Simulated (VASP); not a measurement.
# CdF2: single point with r2SCAN

The system is CdF2.

```
Cd F
1.0
     0.00000    2.69418    2.69418
     2.55166    0.00000    2.69418
     2.55166    2.69418    0.00000
Cd F
1 2
Direct
  0.00000 0.00000 0.00000
  0.25000 0.25000 0.25000
  0.75000 0.75000 0.75000
```

This cell differs from its parent crystal: uniaxial x strain -5.3%.

```json
{
 "Program": "VASP 6.6.1",
 "Task": "single point",
 "Functional": "r2SCAN",
 "Potentials or basis": "VASP PAW PBE potentials, release 64 (Cd_sv_GW, F)",
 "Cutoff": "770 eV",
 "k mesh": "8 × 8 × 8",
 "Occupations": "gaussian, width 0.01 eV",
 "Spin": "no spin polarisation",
 "Dipole correction": "no",
 "Further INCAR settings": "ALGO = Normal; EDIFF = 1e-06; NBANDS = 24"
}
```

- Pressure: 6.5 GPa
- Band gap on the k mesh: 3.90 eV (least direct gap 4.34 eV)

Stress tensor (GPa, compression positive):
```
11.03  0.00  0.00
 0.00  4.25  0.00
 0.00  0.00  4.25
```

Levels at points of the mesh, in eV from the valence-band top:
| k point | band 13 | band 14 | band 15 | band 16 | band 17 | band 18 | band 19 | band 20 | band 21 | band 22 |
| --- | --- | --- | --- | --- | --- | --- | --- | --- | --- | --- |
| (0.00, 0.00, 0.00) | -1.35 | -0.85 | -0.63 | -0.44 | -0.44 | 3.90 | 13.75 | 13.87 | 13.87 | 18.42 |
| (0.50, 0.00, 0.00) | -2.59 | -2.18 | -2.04 | -0.44 | -0.42 | 8.38 | 9.77 | 15.83 | 16.31 | 19.02 |
| (0.50, 0.50, 0.00) | -3.22 | -3.18 | -0.79 | -0.21 | -0.02 | 9.34 | 10.85 | 12.28 | 15.50 | 16.18 |
| (0.00, 0.50, 0.50) | -3.38 | -3.07 | -0.44 | -0.19 | -0.19 | 9.16 | 10.75 | 12.37 | 15.56 | 15.56 |

It took 4.5 min on 1 thread of Intel(R) Xeon(R) Platinum 8375C CPU @ 2.90GHz (Ice Lake) (shared host), peak memory 0.29 GiB.

Caveat: the cell differs from its parent crystal (uniaxial x strain -5.3%); the stress differs along the axes, from 4 to 11 GPa; the PAW data sets were made with another functional, which shifts forces and pressure a little. A k mesh can miss the band edges.
